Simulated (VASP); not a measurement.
K3Te2, 10 atoms in the cell. The structure is trigonal, space group R-3c (No. 167). The conventional cell has a = 9.805 Å, b = 9.805 Å, c = 15.062 Å, α = 90.00°, β = 90.00°, γ = 120.00°. K (site symmetry 2) has 6 Te at 3.47 to 4.60 Å and 6 K at 3.93 to 4.25 Å within 4.6 Å. Te (site symmetry 3) has 9 K at 3.47 to 4.60 Å and 2 Te at 3.63 to 3.90 Å within 4.6 Å. 

```yaml
Program: VASP 6.6.1
Task: single point
Functional: PBE
Potentials_or_basis: VASP PAW PBE potentials, release 64 (K_sv, Te)
Cutoff: 500 eV
k_mesh: 3 × 3 × 3
Occupations: gaussian, width 0.1 eV
Spin: no spin polarisation
Dipole_correction: no
Further_INCAR_settings: ALGO = Normal; EDIFF = 1e-06; NBANDS = 50
```

Potentials or basis: VASP PAW PBE potentials, release 64 (K_sv, Te).

Run with:

```console
$ cat potpaw_PBE.64/K_sv/POTCAR potpaw_PBE.64/Te/POTCAR > POTCAR
$ mpirun -np 1 vasp_std > vasp.out
```

Hardware: 1 thread of Intel(R) Xeon(R) 6975P-C (Granite Rapids) (shared host).

Task: How long does it take, and how much memory?

Result: Run time: 75 s on 1 thread of Intel(R) Xeon(R) 6975P-C (Granite Rapids), on a shared host, peak memory 0.45 GiB. Counts: scf iterations 16, k points 6.
